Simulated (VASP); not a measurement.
**FeO: single point with PBEsol-based global hybrid with 25 % exact exchange**

FeO:

```
CELL_PARAMETERS angstrom
-1.58440 1.58440 2.01848
1.58440 -1.58440 2.01848
1.58440 1.58440 -2.01848
ATOMIC_POSITIONS crystal
Fe 0.00000 0.00000 0.00000
O 0.50000 0.50000 0.00000
```

| Property | Result |
| --- | --- |
| Program | VASP 6.6.1 |
| Task | single point |
| Functional | PBEsol-based global hybrid with 25 % exact exchange |
| Potentials or basis | VASP PAW PBE potentials, release 64 (Fe, O) |
| Cutoff | 520 eV |
| k mesh | 6 × 6 × 6 |
| Occupations | fermi-dirac, width 0.05 eV |
| Spin | collinear spin, ferromagnetic start |
| Starting moments | [3.0, 0.0] μB |
| Dipole correction | no |
| Grid for exact exchange (PRECFOCK) | Normal |
| Share of exact exchange | 0.25 |
| Further INCAR settings | ALGO = Normal; EDIFF = 1e-07; NBANDS = 18 |

```yaml
Pressure: 0.8 GPa
Band_gap_on_the_k_mesh: 1.62 eV (least direct gap 1.65 eV)
Net_moment: 4.00 μB per cell
Site_moments: Fe +3.66; O +0.23 μB
Valence_electrons_inside_the_program's_atomic_spheres: Fe 6.76; O 5.05
```

Stress tensor (GPa, compression positive):
```
0.42 0.00 0.00
0.00 0.42 0.00
0.00 0.00 1.42
```

Levels at points of the mesh, in eV from the valence-band top:
Spin up:
| k point | band 5 | band 6 | band 7 | band 8 | band 9 | band 10 | band 11 | band 12 | band 13 | band 14 |
| --- | --- | --- | --- | --- | --- | --- | --- | --- | --- | --- |
| (0.00, 0.00, 0.00) | -4.60 | -4.14 | -3.69 | -3.69 | -3.51 | 2.48 | 17.87 | 19.38 | 19.38 | 20.11 |
| (0.50, 0.00, 0.00) | -4.34 | -3.97 | -2.79 | -0.93 | -0.48 | 6.25 | 11.46 | 13.94 | 16.51 | 22.05 |
| (0.50, 0.50, 0.00) | -4.71 | -4.58 | -4.29 | -3.75 | -2.74 | 7.86 | 11.07 | 13.29 | 17.39 | 18.73 |
| (0.50, 0.50, 0.50) | -4.76 | -4.36 | -4.36 | -4.13 | -4.02 | 8.08 | 12.27 | 12.50 | 16.86 | 16.86 |
Spin down:
```tsv
k point	band 3	band 4	band 5	band 6	band 7	band 8
(0.00, 0.00, 0.00)	-2.85	-2.85	-1.04	2.49	3.27	3.27
(0.50, 0.00, 0.00)	-5.19	-4.69	-0.20	5.10	5.16	6.90
(0.50, 0.50, 0.00)	-4.68	-3.78	-0.03	1.62	4.54	5.52
(0.50, 0.50, 0.50)	-4.59	-4.59	-2.74	5.01	5.39	5.40
```

Wall time 21 min on 4 MPI ranks on Intel(R) Xeon(R) 6975P-C (Granite Rapids) (shared host), peak memory 0.16 GiB a rank.

Caveat: the k points lie up to 0.42 Å⁻¹ apart; the PAW data sets were made with another functional, which shifts forces and pressure a little; a cell with one magnetic atom can't hold antiferromagnetic order, which such compounds often take. A k mesh can miss the band edges.
